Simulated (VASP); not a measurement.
Input of a VASP 6.6.1 run:

The input INCAR:

```
SYSTEM = SiC
PREC = Accurate ; ENCUT = 520
EDIFF = 1E-7 ; ISMEAR = 0
SIGMA = 0.1 ; LREAL = .FALSE.
LASPH = .TRUE. ; NELM = 60
ALGO = Normal ; ISIF = 2
LWAVE = .FALSE. ; LCHARG = .FALSE.
GGA = PE ; NBANDS = 11
```

File KPOINTS:

```
regular mesh
0
G
  6 6 6
  0 0 0
```

File POSCAR:

```
SiC
1.0
    0.0000000000      2.1895502366      2.1895502366
    2.1895502366      0.0000000000      2.1895502366
    2.1895502366      2.1895502366      0.0000000000
Si C
1 1
Direct
    0.0000000000      0.0000000000      0.0000000000
    0.2500000000      0.2500000000      0.2500000000
```

Potentials or basis: VASP PAW PBE potentials, release 64 (Si, C).

The run is started by

```bash
$ cat potpaw_PBE.64/Si/POTCAR potpaw_PBE.64/C/POTCAR > POTCAR
$ mpirun -np 1 vasp_std > vasp.out
```

**Question.** Predict the band gap on the k mesh.

**Answer.** 1.36 eV, indirect (least direct gap 4.52 eV).

**Question.** Predict the pressure.

**Answer.** 0.1 GPa.

**Experimental background.**

“Insight into the structural, elastic and electronic properties of a new orthorhombic 6O-SiC polytype”, 2020, pmc:7200658 quotes, for a bulk crystal of SiC: band gap 2.4 eV (indirect).

Against the measured gap of SiC, 2.4 eV (indirect; quoted in “Insight into the structural, elastic and electronic properties of a new orthorhombic 6O-SiC polytype”, 2020, pmc:7200658), the calculated 1.36 eV is off by -1.04 eV. The value is that of PBE on a finite k mesh, which can miss the band edges, without temperature or zero-point motion. Semilocal functionals fall short of measured gaps as a rule.
